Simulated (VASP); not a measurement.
# SiW12 in VASP: single point with PBE+D3(BJ)

Aim: the single point of SiW12 with PBE+D3(BJ).

All numbers are computed with VASP 6.6.1; they aren't measurements. Logs are shortened: lines on timing, memory, paths and dates and some standing lists are left out, and cuts for length are marked.

### Step 1. The cell of the first run

The cell holds a slab with vacuum, 13 atoms: a = 5.664 Å, b = 5.664 Å, c = 21.150 Å, α = 90.00°, β = 90.00°, γ = 90.00°.

### Step 2. Single point, PBE+D3(BJ)

Input file INCAR:

```
PREC = Accurate ; ENCUT = 520
EDIFF = 1E-6 ; ISMEAR = 0
SIGMA = 0.1 ; LREAL = False
LASPH = True ; NELM = 80
ALGO = Normal ; ISIF = 2
LWAVE = False ; LCHARG = True
LDIPOL = True ; IDIPOL = 3
DIPOL = 0.5 0.5 0.300 ; GGA = PE
IVDW = 12 ; LELF = True
LVHAR = True ; LVACPOTAV = True
NBANDS = 98
```

Input file KPOINTS:

```
Automatic mesh
0
Gamma
  5 5 1
```

Input file POSCAR:

```
SiW12
1.0
    5.6644156868      0.0000000000      0.0000000000
    0.0000000000      5.6644156868      0.0000000000
    0.0000000000      0.0000000000     21.1500668291
W Si
12 1
Direct
    0.2500000000      0.2500000000      0.1891246979
    0.2500000000      0.7500000000      0.1891246979
    0.7500000000      0.2500000000      0.1891246979
    0.7500000000      0.7500000000      0.1891246979
    0.0000000000      0.0000000000      0.2848852803
    0.0000000000      0.5000000000      0.2848852803
    0.5000000000      0.0000000000      0.2848852803
    0.5000000000      0.5000000000      0.2848852803
    0.2500000000      0.2500000000      0.3806166143
    0.2500000000      0.7500000000      0.3806166143
    0.7500000000      0.2500000000      0.3806166143
    0.7500000000      0.7500000000      0.3806166143
    0.3333333333      0.5000000000      0.4846351982
```

Potentials or basis: VASP PAW PBE potentials, release 64 (W_sv, Si).

Run with:

```
$ cat potpaw_PBE.64/W_sv/POTCAR potpaw_PBE.64/Si/POTCAR > POTCAR
$ mpirun -np 1 vasp_std > vasp.out
```

OUTCAR:

```text
PREC = Accurate
   ENCUT = 520
   EDIFF = 1E-6
   ISMEAR = 0
   LREAL = False
   LASPH = True
   NELM = 80
   ISIF = 2
   GGA = PE
   IVDW = 12
 IVDW          = 12

 ion  position               nearest neighbor table
   1  0.250  0.250  0.189-   2 2.83   3 2.83   2 2.83   3 2.83   7 2.85   8 2.85   5 2.85   6 2.85

   2  0.250  0.750  0.189-   1 2.83   4 2.83   1 2.83   4 2.83   7 2.85   8 2.85   5 2.85   6 2.85

   3  0.750  0.250  0.189-   1 2.83   4 2.83   4 2.83   1 2.83   7 2.85   8 2.85   5 2.85   6 2.85
[... 4 lines left out ...]
                             1 2.85   2 2.85   3 2.85   4 2.85
   6  0.000  0.500  0.285-   5 2.83   8 2.83   5 2.83   8 2.83  11 2.85  12 2.85   9 2.85  10 2.85
                             1 2.85   2 2.85   3 2.85   4 2.85
   7  0.500  0.000  0.285-   5 2.83   8 2.83   8 2.83   5 2.83  11 2.85  12 2.85   9 2.85  10 2.85
                             1 2.85   2 2.85   3 2.85   4 2.85
   8  0.500  0.500  0.285-   6 2.83   7 2.83   7 2.83   6 2.83  11 2.85  12 2.85   9 2.85  10 2.85
                             1 2.85   2 2.85   3 2.85   4 2.85
   9  0.250  0.250  0.381-  13 2.66  11 2.83  10 2.83  10 2.83  11 2.83   6 2.85   7 2.85   8 2.85
                             5 2.85
  10  0.250  0.750  0.381-  13 2.66  12 2.83   9 2.83   9 2.83  12 2.83   6 2.85   7 2.85   8 2.85
                             5 2.85
  11  0.750  0.250  0.381-   9 2.83  12 2.83  12 2.83   9 2.83   5 2.85   6 2.85   7 2.85   8 2.85

  12  0.750  0.750  0.381-  10 2.83  11 2.83  11 2.83  10 2.83   5 2.85   6 2.85   7 2.85   8 2.85

  13  0.333  0.500  0.485-   9 2.66  10 2.66

  LATTYP: Found a simple tetragonal cell.
 ALAT       =     5.6644156868
 C/A-ratio  =     3.7338479375

  Lattice vectors:

 A1 = (   5.6644156868,   0.0000000000,   0.0000000000)
 A2 = (   0.0000000000,   5.6644156868,   0.0000000000)
 A3 = (   0.0000000000,   0.0000000000,  21.1500668291)

Analysis of symmetry for initial positions (statically):
=====================================================================
 Subroutine PRICEL returns:
 Original cell was already a primitive cell.

 Routine SETGRP: Setting up the symmetry group for a
 simple tetragonal supercell.

 Subroutine GETGRP returns: Found  2 space group operations
 (whereof  2 operations were pure point group operations)
 out of a pool of 16 trial point group operations.

The static configuration has the point symmetry C_1h.

Analysis of symmetry for dynamics (positions and initial velocities):
=====================================================================
 Subroutine PRICEL returns:
 Original cell was already a primitive cell.

 Routine SETGRP: Setting up the symmetry group for a
 simple tetragonal supercell.

 Subroutine GETGRP returns: Found  2 space group operations
 (whereof  2 operations were pure point group operations)
 out of a pool of 16 trial point group operations.

The dynamic configuration has the point symmetry C_1h.

 Subroutine INISYM returns: Found  2 space group operations
 (whereof  2 operations are pure point group operations),
 and found     1 'primitive' translations

----------------------------------------------------------------------------------------

                                     Primitive cell

  volume of cell :     678.6127

  direct lattice vectors                    reciprocal lattice vectors
     5.664415687  0.000000000  0.000000000     0.176540716  0.000000000  0.000000000
     0.000000000  5.664415687  0.000000000     0.000000000  0.176540716  0.000000000
     0.000000000  0.000000000 21.150066829     0.000000000  0.000000000  0.047281174

  length of vectors
     5.664415687  5.664415687 21.150066829     0.176540716  0.176540716  0.047281174

  position of ions in fractional coordinates (direct lattice)
     0.250000000  0.250000000  0.189124698
     0.250000000  0.750000000  0.189124698
     0.750000000  0.250000000  0.189124698
     0.750000000  0.750000000  0.189124698
     0.000000000  0.000000000  0.284885280
     0.000000000  0.500000000  0.284885280
     0.500000000  0.000000000  0.284885280
     0.500000000  0.500000000  0.284885280
     0.250000000  0.250000000  0.380616614
     0.250000000  0.750000000  0.380616614
     0.750000000  0.250000000  0.380616614
     0.750000000  0.750000000  0.380616614
     0.333333333  0.500000000  0.484635198

  ion indices of the primitive-cell ions
[... 32 lines left out ...]

  Shift w.r.t. Gamma in fractional coordinates (k-lattice)
     0.000000000  0.000000000  0.000000000

 Subroutine IBZKPT returns following result:
 ===========================================

 Found      9 irreducible k-points:

 Following reciprocal coordinates:
            Coordinates               Weight
  0.000000  0.000000  0.000000      1.000000
  0.200000  0.000000  0.000000      2.000000
  0.000000  0.200000  0.000000      2.000000
  0.400000  0.000000  0.000000      2.000000
  0.000000  0.400000  0.000000      2.000000
  0.200000  0.200000  0.000000      4.000000
  0.400000  0.200000  0.000000      4.000000
 -0.200000  0.400000  0.000000      4.000000
  0.400000  0.400000  0.000000      4.000000
   k-points           NKPTS =      9   k-points in BZ     NKDIM =      9   number of bands    NBANDS=     98
   number of dos      NEDOS =    301   number of ions     NIONS =     13
   total plane-waves  NPLWV = 282240
   dimension x,y,z NGX =    42 NGY =   42 NGZ =  160
   dimension x,y,z NGXF=    84 NGYF=   84 NGZF=  320
   ions per type =              12   1
   NGX,Y,Z   is equivalent  to a cutoff of  12.33, 12.33, 12.58 a.u.
   NGXF,Y,Z  is equivalent  to a cutoff of  24.65, 24.65, 25.15 a.u.
 SYSTEM =  unknown system
   PREC   = accura    normal or accurate (medium, high low for compatibility)
   ISTART =      0    job   : 0-new  1-cont  2-samecut
   ICHARG =      2    charge: 1-file 2-atom 10-const
   ISPIN  =      1    spin polarized calculation?
   LNONCOLLINEAR =      F non collinear calculations
   LSORBIT =      F    spin-orbit coupling
   LASPH  =      T    aspherical Exc in radial PAW
   ENCUT  =  520.0 eV  38.22 Ry    6.18 a.u.  10.53 10.53 39.33*2*pi/ulx,y,z
   NELM   =     80;   NELMIN=  2; NELMDL= -5     # of ELM steps
   EDIFF  = 0.1E-05   stopping-criterion for ELM
   LREAL  =      F    real-space projection
   EDIFFG = 0.1E-04   stopping-criterion for IOM
   NSW    =      0    number of steps for IOM
   IBRION =     -1    ionic relax: 0-MD 1-quasi-New 2-CG
   NFREE  =      0    steps in history (QN), initial steepest desc. (CG)
   ISIF   =      2    stress and relaxation
   ISYM   =      2    0-nonsym 1-usesym 2-fastsym
   POTIM  = 0.5000    time-step for ionic-motion
   TEBEG  =    0.0;   TEEND  =   0.0 temperature during run
   PSTRESS=    0.0 pullay stress
   NELECT =     172.0000    total number of electrons
   NUPDOWN=      -1.0000    fix difference up-down
   EMIN   =  10.00;   EMAX   =-10.00  energy-range for DOS
   EFERMI =   0.00;   METHOD = LEGACY
   ISMEAR =     0;   SIGMA  =   0.10  broadening in eV -4-tet -1-fermi 0-gaus
   EFERMI_NEDOS =   21; number of points for ismear=-14 and -15
   IALGO  =     38    algorithm
   IMIX   =      4    mixing-type and parameters
     AMIX     =   0.40;   BMIX     =  1.00
     AMIX_MAG =   1.60;   BMIX_MAG =  1.00
  volume/ion in A,a.u.               =      52.20       352.27
  Fermi-wavevector in a.u.,A,eV,Ry     =   1.036041  1.957834 14.604238  1.073381
  Thomas-Fermi vector in A             =   2.170413
   LORBIT       =      0    0 simple, 1 ext, 2 COOP (PROOUT), +10 PAW based schemes
   GGA     = PE    functional components
   LHFCALC =     F    Hartree Fock is set to
   AEXX    =    0.0000 exact exchange contribution
   IVDW    =    12    specifies the selected vdW correction
   LEPSILON=     F    determine dielectric tensor
   LRPA    =     F    only Hartree local field effects (RPA)
 non-spin polarized calculation
 Gauss-broadening in eV      SIGMA  =   0.10
  energy-cutoff  :      520.00
  volume of cell :      678.61
 maximum number of plane-waves:     18347
 NGX is ok and might be reduce to    42
   NGX = 21   NGY = 21   NGZ = 79

 dipolmoment           0.000000      0.000000     -0.015743 electrons x Angstroem

 number of electron     171.9999987 magnetization

 dipolmoment           0.000000      0.000000      0.065999 electrons x Angstroem

 Free energy of the ion-electron system (eV)
  ---------------------------------------------------
  ext. energy  EPLUGINS =         0.00000000
  ---------------------------------------------------
  free energy    TOTEN  =      -142.15141719 eV

  energy without entropy =     -142.03407953  energy(sigma->0) =     -142.09274836

 E-fermi :   0.0821     XC(G=0):  -5.3077

 val. band max:        0.0777436678   @ k =   0.4000   0.0000   0.0000
 cond. band min:       0.0888082679   @ k =   0.2000   0.0000   0.0000
 fundamental gap:      0.0110646001
 Fermi energy:         0.0820824241

 k-point     1 :       0.0000    0.0000    0.0000
  band No.  band energies     occupation
      1     -73.8523      2.00000
      2     -73.8122      2.00000
      3     -73.8046      2.00000
      4     -73.7595      2.00000
      5     -73.7588      2.00000
      6     -73.7422      2.00000
[... 898 lines left out ...]
     97       1.0286      0.00000
     98       1.2399      0.00000

------------------------ aborting loop because EDIFF is reached ----------------------------------------

 Edisp (eV)   -5.22620

 E8    (eV) :    -2.7686

  FORCE on cell =-STRESS in cart. coord.  units (eV):
  Direction    XX          YY          ZZ          XY          YZ          ZX
  --------------------------------------------------------------------------------------
  -------------------------------------------------------------------------------------
  Total     -36.28251   -34.32663    -2.42647     0.00000     0.00000     0.30981
  in kB     -85.66154   -81.04379    -5.72881     0.00000     0.00000     0.73145
  external pressure =      -57.48 kB  Pullay stress =        0.00 kB

 VOLUME and BASIS-vectors are now :
 -----------------------------------------------------------------------------
  energy-cutoff  :      520.00
  volume of cell :      678.61
      direct lattice vectors                 reciprocal lattice vectors
     5.664415687  0.000000000  0.000000000     0.176540716  0.000000000  0.000000000
     0.000000000  5.664415687  0.000000000     0.000000000  0.176540716  0.000000000
     0.000000000  0.000000000 21.150066829     0.000000000  0.000000000  0.047281174

 POSITION                                       TOTAL-FORCE (eV/Angst)
 -----------------------------------------------------------------------------------
      1.41610      1.41610      4.00000         0.010795     -0.102813      0.078538
      1.41610      4.24831      4.00000         0.010795      0.102813      0.078538
      4.24831      1.41610      4.00000         0.010319      0.067788     -0.071813
      4.24831      4.24831      4.00000         0.010319     -0.067788     -0.071813
      0.00000      0.00000      6.02534         0.048899      0.000000     -0.263097
      0.00000      2.83221      6.02534        -0.403206      0.000000     -0.293977
      2.83221      0.00000      6.02534         0.231237      0.000000     -0.278101
      2.83221      2.83221      6.02534         0.105356      0.000000     -0.287127
      1.41610      1.41610      8.05007         0.022722      0.148875      1.135097
      1.41610      4.24831      8.05007         0.022722     -0.148875      1.135097
      4.24831      1.41610      8.05007        -0.136180      0.215498      0.431240
      4.24831      4.24831      8.05007        -0.136180     -0.215498      0.431240
      1.88814      2.83221     10.25007         0.202401      0.000000     -2.023822
 -----------------------------------------------------------------------------------
    total drift:                                0.000093      0.000000      0.000026

  FREE ENERGIE OF THE ION-ELECTRON SYSTEM (eV)
  ---------------------------------------------------
  free  energy   TOTEN  =      -147.3776186288 eV

  energy  without entropy=     -147.2602809678  energy(sigma->0) =     -147.31894980

 vacuum level on the upper side and lower side of the slab         5.124         4.752
```

It took 50 min on 1 thread of Intel Xeon Platinum 8488C (Sapphire Rapids), shared host; peak memory 0.81 GiB.

Results:

* Free energy: -147.3776 eV
* Largest force: 2.034 eV/Å
* Band gap on the k mesh: zero (bands 86 and 87 overlap by 0.33 eV)
* Dispersion energy per atom: -0.402 eV

Forces on the atoms (eV/Å):
```
W    0.011 -0.103  0.079
W    0.011  0.103  0.079
W    0.010  0.068 -0.072
W    0.010 -0.068 -0.072
W    0.049  0.000 -0.263
W   -0.403  0.000 -0.294
W    0.231  0.000 -0.278
W    0.105  0.000 -0.287
W    0.023  0.149  1.135
W    0.023 -0.149  1.135
W   -0.136  0.215  0.431
W   -0.136 -0.215  0.431
Si   0.202  0.000 -2.024
```

Levels at points of the mesh, in eV from the Fermi level:
```tsv
k point	band 83	band 84	band 85	band 86	band 87	band 88	band 89	band 90
(0.00, 0.00, 0.00)	-0.15	-0.13	-0.09	-0.02	0.07	0.49	0.60	1.03
```

Caveat: spin-orbit coupling is left out, which moves the levels of the heavy elements.
